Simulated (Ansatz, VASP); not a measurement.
YInC6N6: VASP beside Ansatz

```xyz
14
Lattice="0.0000 5.8557 5.8557 5.8557 0.0000 5.8557 5.8557 5.8557 0.0000" Properties=species:S:1:pos:R:3 pbc="T T T"
Y     5.8557    5.8557    5.8557
In    0.0000    0.0000    0.0000
C     2.3265    5.8557    5.8557
C     5.8557    2.3265    5.8557
C     5.8557    5.8557    2.3265
C     9.3849    5.8557    5.8557
C     5.8557    9.3849    5.8557
C     5.8557    5.8557    9.3849
N     3.4920    5.8557    5.8557
N     5.8557    3.4920    5.8557
N     5.8557    5.8557    3.4920
N     8.2194    5.8557    5.8557
N     5.8557    8.2194    5.8557
N     5.8557    5.8557    8.2194
```

Alike in both runs: functional PBE; k mesh 4 × 4 × 4; occupations gaussian, width 0.1 eV; no spin polarisation.

Ansatz relaxed the structure, and its values are those at the end. VASP's run is a single point on that final structure, the one shown.

```csv
,VASP,Ansatz
version,VASP 6.6.1,Ansatz 0.2.0
potentials or method,"VASP PAW PBE potentials, release 64 (Y_sv, In_d, C, N), cutoff 520 eV","scalar-relativistic, plane waves, PAW"
valence electrons in the cell,78,78
```

|  | VASP | Ansatz | Ansatz less VASP |
| --- | --- | --- | --- |
| gap on the k mesh at the Fermi level (eV) | 4.45 | 4.45 | +0.008 |
| least direct gap on the mesh (eV) | 4.53 | 4.53 | +0.007 |
| pressure (GPa) | 0.6 | 0.3 | -0.31 |
| rms of the force components (eV/Å) | 0.243 | 0.018 | -0.2257 |

One of these differences is far larger than is usual between the two programs; its cause wasn't traced. The functional is the same, so the differences come from potentials, cutoffs and numerics.

Noted on VASP's run: the standard files for N, O and F lose accuracy on very short bonds.
